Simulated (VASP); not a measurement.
Crystal: SiGe2.

```
CELL_PARAMETERS angstrom
3.82120 0.00000 0.00000
-1.91060 3.30926 0.00000
0.00000 0.00000 9.36000
ATOMIC_POSITIONS crystal
Si 0.00000 0.00000 0.87500
Si 0.00000 0.00000 0.12500
Ge 0.66667 0.33333 0.54167
Ge 0.33333 0.66667 0.20833
Ge 0.66667 0.33333 0.79167
Ge 0.33333 0.66667 0.45833
```

* Program: VASP 6.6.1
* Task: relaxation of cell and atoms
* Functional: PBE
* Potentials or basis: VASP PAW PBE potentials, release 64 (Si, Ge_d)
* Cutoff: 600 eV
* k mesh: 12 × 12 × 4
* Occupations: fermi-dirac, width 0.02 eV
* Spin: no spin polarisation

At the start: pressure 12.7 GPa; volume 19.73 Å³/atom.

Problem. Where does the relaxation end?

Solution. Over 26 steps the energy falls by 107.5 meV/atom and the volume is 22.56 Å³/atom (+14.4 %); space group P-3m1 (No. 164, to 0.1 Å) before and after.

The path:
| step | energy change (eV) | largest force (eV/Å) | pressure (GPa) | volume (Å³) |
| --- | --- | --- | --- | --- |
| 1 | 0.0000 | 0.6165 | 12.66 | 118.36 |
| 2 | -0.4440 | 0.1958 | -4.70 | 147.12 |
| 3 | -0.6226 | 0.2995 | -0.18 | 135.70 |
| 4 | -0.6224 | 0.3059 | -0.08 | 135.33 |
| 5 | -0.6350 | 0.2326 | 0.10 | 135.15 |
| 6 | -0.6415 | 0.1848 | 0.29 | 134.85 |
| 7 | -0.6433 | 0.1132 | -0.09 | 135.65 |
| 8 | -0.6444 | 0.0650 | 0.03 | 135.35 |
| 9 | -0.6448 | 0.0103 | -0.05 | 135.41 |
| 10 | -0.6448 | 0.0084 | -0.02 | 135.41 |
| 11 | -0.6448 | 0.0083 | 0.00 | 135.41 |
| 12 | -0.6448 | 0.0074 | -0.05 | 135.42 |
| 13 | -0.6448 | 0.0072 | 0.00 | 135.42 |
| 14 | -0.6448 | 0.0057 | -0.01 | 135.42 |
| 15 | -0.6448 | 0.0062 | -0.02 | 135.42 |
| 16 | -0.6448 | 0.0071 | -0.02 | 135.42 |
| 17 | -0.6448 | 0.0065 | 0.02 | 135.37 |
| 18 | -0.6448 | 0.0083 | -0.13 | 135.40 |
| 19 | -0.6448 | 0.0059 | 0.07 | 135.38 |
| 20 | -0.6448 | 0.0073 | -0.02 | 135.39 |
| 21 | -0.6448 | 0.0017 | 0.14 | 135.34 |
| 22 | -0.6448 | 0.0066 | -0.12 | 135.38 |
| 23 | -0.6448 | 0.0027 | 0.09 | 135.36 |
| 24 | -0.6448 | 0.0051 | -0.06 | 135.37 |
| 25 | -0.6448 | 0.0032 | -0.02 | 135.36 |
| 26 | -0.6448 | 0.0032 | 0.00 | 135.36 |

Final structure:
```
Si Ge
1.0
     3.99639    0.00000    0.00000
    -1.99820    3.46098    0.00000
     0.00000    0.00000    9.78647
Si Ge
2 4
Cartesian
  0.0000 0.0000 8.6049
  0.0000 0.0000 1.1816
  1.9982 1.1537 5.3207
  0.0000 2.3073 1.9750
  1.9982 1.1537 7.8115
  0.0000 2.3073 4.4658
```
